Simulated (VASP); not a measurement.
Mg13Zn3O16, 128 atoms in the cell. The typed cell holds 128 atoms: a = 11.948 Å, b = 11.948 Å, c = 11.948 Å, α = 60.00°, β = 60.00°, γ = 60.00°. 

| Property | Result |
| --- | --- |
| Program | VASP 6.6.1 |
| Task | single point |
| Functional | PBEsol |
| Potentials or basis | VASP PAW PBE potentials, release 64 (O, Mg, Zn) |
| Cutoff | 600 eV |
| k mesh | 1 × 1 × 1, shifted |
| Occupations | fermi-dirac, width 0.05 eV |
| Spin | no spin polarisation |
| Dipole correction | no |
| Further INCAR settings | LREAL = Auto; ALGO = Normal; EDIFF = 1e-06; NBANDS = 386 |

Potentials or basis: VASP PAW PBE potentials, release 64 (O, Mg, Zn).

Run with:

```sh
$ cat potpaw_PBE.64/O/POTCAR potpaw_PBE.64/Mg/POTCAR potpaw_PBE.64/Zn/POTCAR > POTCAR
$ mpirun -np 4 vasp_std > vasp.out
```

Hardware: 4 MPI ranks on Intel(R) Xeon(R) Platinum 8259CL CPU @ 2.50GHz (Skylake/Cascade Lake), on a shared host.

Question: Estimate the wall time of this run.

Answer: Run time: 49 min on 4 MPI ranks on Intel(R) Xeon(R) Platinum 8259CL CPU @ 2.50GHz (Skylake/Cascade Lake) (shared host), peak memory 0.78 GiB a rank. Counts: scf iterations 20, k points 4.
